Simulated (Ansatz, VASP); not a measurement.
**Two plane-wave programs on SnO2**

```xyz
3
Lattice="1.6171 0.9523 4.8006 -1.6171 0.9523 4.8006 0.0000 -1.9046 4.8006" Properties=species:S:1:pos:R:3 pbc="T T T"
Sn    0.0000    0.0000    7.2009
O     0.0000    0.0000    3.4157
O     0.0000    0.0000   10.9861
```

Change from the starting cell: strain +0.0200 x Voigt [0, 1, 0, 0, 0, 0], atoms carried along.

Alike in both runs: task single point; functional PBE; dispersion D3(BJ); k mesh 12 × 12 × 12; occupations gaussian, width 0.05 eV; no spin polarisation.

|  | VASP | Ansatz |
| --- | --- | --- |
| version | VASP 6.6.1 | Ansatz 0.2.0 |
| potentials or method | VASP PAW PBE potentials, release 64 (Sn_d, O), cutoff 520 eV | scalar-relativistic, plane waves, PAW |
| valence electrons in the cell | 26 | 26 |

```tsv
	VASP	Ansatz	Ansatz less VASP
gap on the k mesh at the Fermi level (eV)	1.71	1.74	+0.023
least direct gap on the mesh (eV)	1.81	1.83	+0.019
pressure (GPa)	-5.2	-5.7	-0.48
traceless stress, the component that is largest in VASP (GPa)	-2.28	-2.43	-0.150
rms of the force components (eV/Å)	0.116	0.138	+0.0218
```

Atom by atom the forces differ by 0.022 eV/Å (rms over components).
